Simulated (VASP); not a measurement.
Input of a VASP 6.6.1 run:

Contents of INCAR:

```
SYSTEM = PbSe
PREC     = Accurate       ! precision mode
ENCUT    = 520            ! plane-wave cutoff, eV
EDIFF    = 1E-6           ! SCF threshold, eV
ISMEAR   = 0              ! smearing method
SIGMA    = 0.02           ! smearing width, eV
LREAL    = .False.        ! projectors in reciprocal space
LASPH    = .True.         ! aspherical terms in the spheres
NELM     = 80             ! most SCF steps
ALGO     = Normal         ! electronic algorithm
ISIF     = 2              ! what is computed and relaxed
LWAVE    = .False.        ! write WAVECAR
LCHARG   = .False.        ! write CHGCAR
GGA      = PS             ! functional
NBANDS   = 28             ! bands
```

File KPOINTS:

```
regular mesh
0
Gamma
  6 6 6
  0 0 0
```

File POSCAR:

```
PbSe
1.0
    0.0000000000     11.3686897002      2.9634329929
    3.1345212928      0.0038130392      2.9487920182
    3.1345212928     11.3648766610      0.0146409748
Pb Se
2 2
Direct
    0.1961453639      0.8091753915      0.1908246085
    0.8023879737      0.1899291005      0.8100708995
    0.6699589082      0.2927915212      0.7072084788
    0.2975087542      0.6741049868      0.3258950132
```

Potentials or basis: VASP PAW PBE potentials, release 64 (Pb_d, Se).

Run with:

```console
$ cat potpaw_PBE.64/Pb_d/POTCAR potpaw_PBE.64/Se/POTCAR > POTCAR
$ mpirun -np 1 vasp_std > vasp.out
```

(1) Predict the pressure.

(2) Estimate the band gap on the k mesh.

(3) Predict the largest force.

Results:

(1) 1.8 GPa.

(2) 1.45 eV (least direct gap 1.56 eV).

(3) 0.810 eV/Å.

Caveat: the cell differs from its parent crystal (strained and its atoms moved); the PAW data sets were made with another functional, which shifts forces and pressure a little; spin-orbit coupling is left out, which moves the levels of the heavy elements.
